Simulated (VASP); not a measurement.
Input of a VASP 6.6.1 run:

Contents of INCAR:

```
ALGO = Normal ; EDIFF = 1E-6
ENCUT = 520 ; GGA = CA
ISIF = 2 ; ISMEAR = -1
LASPH = True ; LCHARG = False
LREAL = False ; LWAVE = False
NBANDS = 10 ; NELM = 60
PREC = Accurate ; SIGMA = 0.08
```

File KPOINTS:

```
k-points
0
Gamma
  19 19 19
```

POSCAR

```
Os
1.0
    0.0000000000      1.7939588559      1.7939588559
    1.7939588559      0.0000000000      1.7939588559
    1.7939588559      1.7939588559      0.0000000000
Os
1
Direct
    0.0000000000      0.0000000000      0.0000000000
```

Potentials or basis: VASP PAW LDA potentials, release 64 (Os).

Run with:

```bash
$ cat potpaw_LDA.64/Os/POTCAR > POTCAR
$ mpirun -np 1 vasp_std > vasp.out
```

Q: Estimate the band gap on the k mesh.

A: Zero (band 4 reaches 15.82 eV, above the bottom of band 5 at 10.61 eV).

Q: Predict the pressure.

A: 120.4 GPa.

Caveat: spin-orbit coupling is left out, which moves the levels of the heavy elements.
